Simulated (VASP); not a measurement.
H2RuCl:

```
H Ru Cl
1.0
     3.35341    0.00000    0.00000
    -1.67670    2.90414    0.00000
     0.00000    0.00000    5.46856
H Ru Cl
2 1 1
Direct
  0.66667 0.33333 0.26420
  0.33333 0.66667 0.73580
  0.00000 0.00000 0.50000
  0.00000 0.00000 0.00000
```

The cell was generated, and may not be a known phase.

| Item | Value |
| --- | --- |
| Program | VASP 6.6.1 |
| Task | relaxation of cell and atoms |
| Functional | PBE |
| Potentials or basis | VASP PAW PBE potentials, release 64 (H, Ru_pv, Cl) |
| Cutoff | 600 eV |
| k mesh | 6 × 6 × 4 |
| Occupations | gaussian, width 0.1 eV |
| Spin | collinear spin, ferromagnetic start |
| Starting moments | [0.0, 0.0, 1.0, 0.0] μB |

At the start: pressure -20.9 GPa; volume 13.31 Å³/atom.

**Question.** Where does the relaxation end?

**Answer.** Over 15 steps the energy falls by 746.6 meV/atom and the volume is 9.99 Å³/atom (-25.0 %); space group P-3m1 (No. 164, to 0.1 Å) before and after; moment 0.00 μB per cell.

The path:
| step | energy change (eV) | largest force (eV/Å) | pressure (GPa) | volume (Å³) |
| --- | --- | --- | --- | --- |
| 1 | 0.0000 | 1.8349 | -20.95 | 53.26 |
| 2 | -1.7115 | 2.0739 | -10.21 | 40.93 |
| 3 | -1.9399 | 2.0154 | 4.79 | 36.43 |
| 4 | -2.4104 | 1.3440 | 9.22 | 35.41 |
| 5 | -2.5184 | 0.7561 | 14.83 | 34.70 |
| 6 | -2.8483 | 0.4932 | -2.12 | 39.22 |
| 7 | -2.8560 | 0.4553 | -4.34 | 40.11 |
| 8 | -2.9562 | 0.2758 | -1.71 | 39.69 |
| 9 | -2.9710 | 0.2051 | 0.18 | 39.44 |
| 10 | -2.9710 | 0.2017 | 0.30 | 39.43 |
| 11 | -2.9819 | 0.0893 | 0.61 | 39.48 |
| 12 | -2.9842 | 0.0150 | 0.84 | 39.52 |
| 13 | -2.9856 | 0.0280 | -0.52 | 40.02 |
| 14 | -2.9856 | 0.0260 | -0.33 | 39.94 |
| 15 | -2.9864 | 0.0328 | -0.20 | 39.96 |

Final structure:
```cif
data_structure
_symmetry_space_group_name_H-M 'P 1'
_symmetry_Int_Tables_number 1
_cell_length_a 3.0834
_cell_length_b 3.0834
_cell_length_c 4.8539
_cell_angle_alpha 90.000
_cell_angle_beta 90.000
_cell_angle_gamma 120.000
_cell_volume 39.96
loop_
_atom_site_label
_atom_site_type_symbol
_atom_site_fract_x
_atom_site_fract_y
_atom_site_fract_z
_atom_site_occupancy
H1 H 0.66667 0.33333 0.39818 1
H2 H 0.33333 0.66667 0.60182 1
Ru1 Ru 0.00000 0.00000 0.50000 1
Cl1 Cl 0.00000 0.00000 0.00000 1
```

Caveat: the k points lie up to 0.39 Å⁻¹ apart in the final cell; the volume moved by over 15 % at a fixed basis, so the end points are rough.
